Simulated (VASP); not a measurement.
# Sc (Im-3m) in VASP: a series of runs

Sc is run at these levels: LDA; tasks: single point.

Everything below comes from runs of VASP 6.6.1. Logs are shortened: lines on timing, memory, paths and dates and some standing lists are left out, and cuts for length are marked.

### Step 1. The cell of the first run

The structure is cubic, space group Im-3m (No. 229). The conventional cell has a = 3.188 Å, b = 3.188 Å, c = 3.188 Å, α = 90.00°, β = 90.00°, γ = 90.00°. Sc (site symmetry m-3m) has 14 Sc at 2.76 to 3.19 Å within 3.6 Å.

### Step 2. Single point, LDA

Contents of INCAR:

```
ALGO = Normal
EDIFF = 1E-7
ENCUT = 520
GGA = CA
ISIF = 2
ISMEAR = -1
LASPH = T
LCHARG = F
LREAL = F
LWAVE = F
NBANDS = 12
NELM = 80
PREC = Accurate
SIGMA = 0.05
```

Contents of KPOINTS:

```
k-points
0
Gamma
  17 17 17
```

Contents of POSCAR:

```
Sc
1.0
   -1.5942414741      1.5942414741      1.5942414741
    1.5942414741     -1.5942414741      1.5942414741
    1.5942414741      1.5942414741     -1.5942414741
Sc
1
Direct
    0.0000000000      0.0000000000      0.0000000000
```

Potentials or basis: VASP PAW LDA potentials, release 64 (Sc_sv).

Run with:

```sh
cat potpaw_LDA.64/Sc_sv/POTCAR > POTCAR
mpirun -np 1 vasp_std > vasp.out
```

OUTCAR:

```text
EDIFF = 1E-7
   ENCUT = 520
   GGA = CA
   ISIF = 2
   ISMEAR = -1
   LASPH = T
   LREAL = F
   NELM = 80
   PREC = Accurate

 ion  position               nearest neighbor table
   1  0.000  0.000  0.000-

  LATTYP: Found a body centered cubic cell.
 ALAT       =     3.1884829482

  Lattice vectors:

 A1 = (  -1.5942414741,   1.5942414741,   1.5942414741)
 A2 = (   1.5942414741,  -1.5942414741,   1.5942414741)
 A3 = (   1.5942414741,   1.5942414741,  -1.5942414741)

Analysis of symmetry for initial positions (statically):
=====================================================================
 Subroutine PRICEL returns:
 Original cell was already a primitive cell.

 Routine SETGRP: Setting up the symmetry group for a
 body centered cubic supercell.

 Subroutine GETGRP returns: Found 48 space group operations
 (whereof 48 operations were pure point group operations)
 out of a pool of 48 trial point group operations.

The static configuration has the point symmetry O_h .

Analysis of symmetry for dynamics (positions and initial velocities):
=====================================================================
 Subroutine PRICEL returns:
 Original cell was already a primitive cell.

 Routine SETGRP: Setting up the symmetry group for a
 body centered cubic supercell.

 Subroutine GETGRP returns: Found 48 space group operations
 (whereof 48 operations were pure point group operations)
 out of a pool of 48 trial point group operations.

The dynamic configuration has the point symmetry O_h .

 Subroutine INISYM returns: Found 48 space group operations
 (whereof 48 operations are pure point group operations),
 and found     1 'primitive' translations

----------------------------------------------------------------------------------------

                                     Primitive cell

  volume of cell :      16.2077

  direct lattice vectors                    reciprocal lattice vectors
    -1.594241474  1.594241474  1.594241474     0.000000000  0.313628775  0.313628775
     1.594241474 -1.594241474  1.594241474     0.313628775  0.000000000  0.313628775
     1.594241474  1.594241474 -1.594241474     0.313628775  0.313628775  0.000000000

  length of vectors
     2.761307233  2.761307233  2.761307233     0.443538067  0.443538067  0.443538067

  position of ions in fractional coordinates (direct lattice)
[... 82 lines left out ...]
   NFREE  =      0    steps in history (QN), initial steepest desc. (CG)
   ISIF   =      2    stress and relaxation
   ISYM   =      2    0-nonsym 1-usesym 2-fastsym
   POTIM  = 0.5000    time-step for ionic-motion
   TEBEG  =    0.0;   TEEND  =   0.0 temperature during run
   PSTRESS=    0.0 pullay stress
   NELECT =      11.0000    total number of electrons
   NUPDOWN=      -1.0000    fix difference up-down
   EMIN   =  10.00;   EMAX   =-10.00  energy-range for DOS
   EFERMI =   0.00;   METHOD = LEGACY
   ISMEAR =    -1;   SIGMA  =   0.05  broadening in eV -4-tet -1-fermi 0-gaus
   EFERMI_NEDOS =   21; number of points for ismear=-14 and -15
   IALGO  =     38    algorithm
   IMIX   =      4    mixing-type and parameters
     AMIX     =   0.40;   BMIX     =  1.00
     AMIX_MAG =   1.60;   BMIX_MAG =  1.00
  volume/ion in A,a.u.               =      16.21       109.38
  Fermi-wavevector in a.u.,A,eV,Ry     =   1.438682  2.718716 28.161438  2.069807
  Thomas-Fermi vector in A             =   2.557622
   LORBIT       =      0    0 simple, 1 ext, 2 COOP (PROOUT), +10 PAW based schemes
   GGA     = CA    functional components
   LHFCALC =     F    Hartree Fock is set to
   AEXX    =    0.0000 exact exchange contribution
   IVDW    =     0    specifies the selected vdW correction
   LEPSILON=     F    determine dielectric tensor
   LRPA    =     F    only Hartree local field effects (RPA)
 non-spin polarized calculation
  energy-cutoff  :      520.00
  volume of cell :       16.21
 maximum number of plane-waves:       453
 NGX is ok and might be reduce to    24
   NGX = 11   NGY = 11   NGZ = 11

 number of electron      11.0000001 magnetization

 Free energy of the ion-electron system (eV)
  ---------------------------------------------------
  ext. energy  EPLUGINS =         0.00000000
  ---------------------------------------------------
  free energy    TOTEN  =        -6.07938772 eV

  energy without entropy =       -6.06406274  energy(sigma->0) =       -6.07172523

 E-fermi :   6.4219     XC(G=0): -12.0129

 val. band max:        6.4164324502   @ k =   0.4118   0.1765   0.0000
 cond. band min:       6.4238112630   @ k =   0.3529   0.1765   0.0000
 fundamental gap:      0.0073788128
 Fermi energy:         6.4218668428

 k-point     1 :       0.0000    0.0000    0.0000
  band No.  band energies     occupation
      1     -41.6573      2.00000
      2     -19.8167      2.00000
      3     -19.8167      2.00000
      4     -19.8167      2.00000
      5       0.8400      2.00000
      6       8.3417      0.00000
      7       8.3417      0.00000
      8       8.3417      0.00000
      9      10.6859      0.00000
     10      10.6859      0.00000
     11      23.6168      0.00000
     12      23.6168      0.00000
[... 331 lines left out ...]
 k-point    24 :       0.1765    0.1765    0.0000
  band No.  band energies     occupation
      1     -41.4156      2.00000
      2     -20.7927      2.00000
      3     -20.1288      2.00000
      4     -19.9177      2.00000
      5       3.7523      2.00000
      6       6.8386      0.00048
      7       7.1700      0.00000
      8      10.0427      0.00000
      9      11.1931      0.00000
     10      11.4016      0.00000
     11      21.7159      0.00000
     12      21.8683      0.00000

 [... further k-points ...]

------------------------ aborting loop because EDIFF is reached ----------------------------------------

  FORCE on cell =-STRESS in cart. coord.  units (eV):
  Direction    XX          YY          ZZ          XY          YZ          ZX
  --------------------------------------------------------------------------------------
  -------------------------------------------------------------------------------------
  Total        3.2733843      3.2733843      3.2733843      0.0000000      0.0000000     -0.0000000
  in kB      323.5826857    323.5826857    323.5826857      0.0000000      0.0000000     -0.0000000
  external PRESSURE =     323.5826857 kB  Pullay stress =       0.0000000 kB

 VOLUME and BASIS-vectors are now :
 -----------------------------------------------------------------------------
  energy-cutoff  :      520.00
  volume of cell :       16.21
      direct lattice vectors                 reciprocal lattice vectors
    -1.594241474  1.594241474  1.594241474     0.000000000  0.313628775  0.313628775
     1.594241474 -1.594241474  1.594241474     0.313628775  0.000000000  0.313628775
     1.594241474  1.594241474 -1.594241474     0.313628775  0.313628775  0.000000000

 POSITION                                       TOTAL-FORCE (eV/Angst)
 -----------------------------------------------------------------------------------
      0.00000      0.00000      0.00000         0.000000      0.000000     -0.000000
 -----------------------------------------------------------------------------------
    total drift:                                0.000000      0.000000     -0.000000

  FREE ENERGIE OF THE ION-ELECTRON SYSTEM (eV)
  ---------------------------------------------------
  free  energy   TOTEN  =        -6.0793877227 eV

  energy  without entropy=       -6.0640627398  energy(sigma->0) =       -6.07172523
```

OSZICAR:

```text
N       E                     dE             d eps       ncg     rms          rms(c)
DAV:   1     0.671124393175E+02    0.67112E+02   -0.51429E+03  4056   0.993E+02
DAV:   2    -0.527639567016E+01   -0.72389E+02   -0.70202E+02  3964   0.289E+02
DAV:   3    -0.647352376985E+01   -0.11971E+01   -0.11781E+01  5208   0.526E+01
DAV:   4    -0.648633172350E+01   -0.12808E-01   -0.12802E-01  5392   0.382E+00
DAV:   5    -0.648645676968E+01   -0.12505E-03   -0.12504E-03  5024   0.310E-01    0.933E+00
DAV:   6    -0.614275411560E+01    0.34370E+00   -0.44726E-01  5748   0.113E+01    0.359E+00
DAV:   7    -0.608385664204E+01    0.58897E-01   -0.10204E-01  6164   0.522E+00    0.555E-01
DAV:   8    -0.607939272073E+01    0.44639E-02   -0.56783E-03  4496   0.107E+00    0.931E-02
DAV:   9    -0.607938093445E+01    0.11786E-04   -0.16660E-04  6020   0.224E-01    0.131E-02
DAV:  10    -0.607938758081E+01   -0.66464E-05   -0.64670E-06  5552   0.300E-02    0.198E-03
DAV:  11    -0.607938771772E+01   -0.13691E-06   -0.10720E-07  3752   0.455E-03    0.433E-04
DAV:  12    -0.607938772274E+01   -0.50213E-08   -0.11452E-08  2176   0.129E-03
   1 F= -.60793877E+01 E0= -.60717252E+01  d E =-.153250E-01
```

It took 24 s on 1 thread of Intel Xeon Platinum 8259CL at 2.50GHz (Skylake/Cascade Lake), shared host; peak memory 0.15 GiB.

Results:

* Free energy: -6.0794 eV
* Pressure: 32.4 GPa

Levels at points of the mesh, in eV from the Fermi level:
| k point | band 2 | band 3 | band 4 | band 5 | band 6 | band 7 | band 8 | band 9 |
| --- | --- | --- | --- | --- | --- | --- | --- | --- |
| (0.00, 0.00, 0.00) | -26.24 | -26.24 | -26.24 | -5.58 | 1.92 | 1.92 | 1.92 | 4.26 |

### Step 3. Single point, LDA

Contents of INCAR:

```
PREC = Accurate
ENCUT = 520
EDIFF = 1E-6
ISMEAR = -1
SIGMA = 0.05
LREAL = F
LASPH = T
NELM = 60
ALGO = Normal
ISIF = 2
LWAVE = F
LCHARG = F
GGA = CA
NBANDS = 12
```

Contents of KPOINTS:

```
Automatic mesh
0
Gamma
  17 17 17
```

Contents of POSCAR:

```
Sc
1.0
   -1.5940909429      1.5940909429      1.5940909429
    1.5940909429     -1.5940909429      1.5940909429
    1.5940909429      1.5940909429     -1.5940909429
Sc
1
Direct
    0.0000000000      0.0000000000      0.0000000000
```

Potentials or basis: VASP PAW LDA potentials, release 64 (Sc_sv).

Run with:

```sh
cat potpaw_LDA.64/Sc_sv/POTCAR > POTCAR
mpirun -np 1 vasp_std > vasp.out
```

Wall time 22 s (1 thread of Intel Xeon Platinum 8259CL at 2.50GHz (Skylake/Cascade Lake), shared host); peak memory 0.15 GiB.

The run converged. Its results:

| Property | Result |
| --- | --- |
| Free energy | -6.0785 eV |
| Pressure | 32.4 GPa |

Levels at points of the mesh, in eV from the Fermi level:
| k point | band 3 | band 4 | band 5 | band 6 | band 7 | band 8 |
| --- | --- | --- | --- | --- | --- | --- |
| (0.00, 0.00, 0.00) | -26.24 | -26.24 | -5.58 | 1.92 | 1.92 | 1.92 |
